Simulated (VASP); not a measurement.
Runs of VASP 6.6.1 on GaN. Symmetry: Fm-3m, No. 225, cubic system. Conventional cell: a = 4.217 Å, b = 4.217 Å, c = 4.217 Å, α = 90.00°, β = 90.00°, γ = 90.00°. Within 2.8 Å of Ga (site symmetry m-3m) lie 6 N at 2.11 Å. Within 2.8 Å of N (site symmetry m-3m) lie 6 Ga at 2.11 Å. 

| task | level | potentials or basis | k mesh | cutoff (eV) | smearing | GW scheme | GW iterations | cutoff of the response function | frequency points | empty bands | gap on the mesh (eV) | pressure (GPa) |
| --- | --- | --- | --- | --- | --- | --- | --- | --- | --- | --- | --- | --- |
| single point | PBE | VASP PAW PBE potentials, release 64 (Ga_d, N) | 8 × 8 × 8 | 600 | gaussian 0.01 eV | - | - | - | - | - | 0.65 | 8.9 |
| single point | PBE+D4 | VASP PAW PBE potentials, release 64 (Ga_d, N) | 8 × 8 × 8 | 600 | gaussian 0.01 eV | - | - | - | - | - | 0.65 | 1.2 |
| single point | PBE | VASP PAW PBE potentials, release 64 (Ga_d, N) | 8 × 8 × 8 | 600 | methfessel-paxton 0.0933 eV | - | - | - | - | - | 0.65 | 8.9 |
| single point | PBE | VASP PAW PBE potentials, release 64 (Ga_d, N) | 4 × 4 × 4 | 600 | gaussian 0.01 eV | - | - | - | - | - | (b) | 8.2 |
| single point | LDA | VASP PAW LDA potentials, release 64 (Ga_d, N) | 4 × 4 × 4 | 600 | gaussian 0.01 eV | - | - | - | - | - | 0.53 | (a) |

Alike in all rows: no spin polarisation; cell a = 2.982 Å, angles 60.0°, 2 atoms.

Q: Fill in the values left out.

A: (a) -5.7; (b) 0.72.

Caveats: some runs use coarse meshes.

A k mesh can miss the band edges, and the runs leave out spin-orbit coupling on Ga.
